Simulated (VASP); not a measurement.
# Rb: single point with RPBE

Rb:

```xyz
1
Lattice="0.0000 3.6969 3.6969 3.6969 0.0000 3.6969 3.6969 3.6969 0.0000" Properties=species:S:1:pos:R:3 pbc="T T T"
Rb    0.0000    0.0000    0.0000
```

| Quantity | Value |
| --- | --- |
| Program | VASP 6.6.1 |
| Task | single point |
| Functional | RPBE |
| Potentials or basis | VASP PAW PBE potentials, release 64 (Rb_sv) |
| Cutoff | 520 eV |
| k mesh | 8 × 8 × 8 |
| Occupations | fermi-dirac, width 0.1 eV |
| Spin | no spin polarisation |
| Dipole correction | no |
| Further INCAR settings | ALGO = Normal; EDIFF = 1e-06; NBANDS = 10 |

```
Pressure : 0.0 GPa
```

Levels at points of the mesh, in eV from the Fermi level:
| k point | band 2 | band 3 | band 4 | band 5 | band 6 | band 7 | band 8 | band 9 |
| --- | --- | --- | --- | --- | --- | --- | --- | --- |
| (0.00, 0.00, 0.00) | -13.05 | -13.05 | -13.05 | -1.81 | 3.55 | 3.55 | 3.55 | 4.80 |
| (0.50, 0.00, 0.00) | -13.12 | -13.06 | -13.06 | 0.19 | 0.58 | 3.35 | 3.35 | 5.27 |
| (0.50, 0.50, 0.00) | -13.11 | -13.08 | -13.08 | 0.68 | 1.28 | 1.87 | 4.18 | 4.18 |

Wall time 18 s on 1 thread of Intel(R) Xeon(R) Platinum 8259CL CPU @ 2.50GHz (Skylake/Cascade Lake) (shared host), peak memory 0.23 GiB.

Caveat: the PAW data sets were made with another functional, which shifts forces and pressure a little.
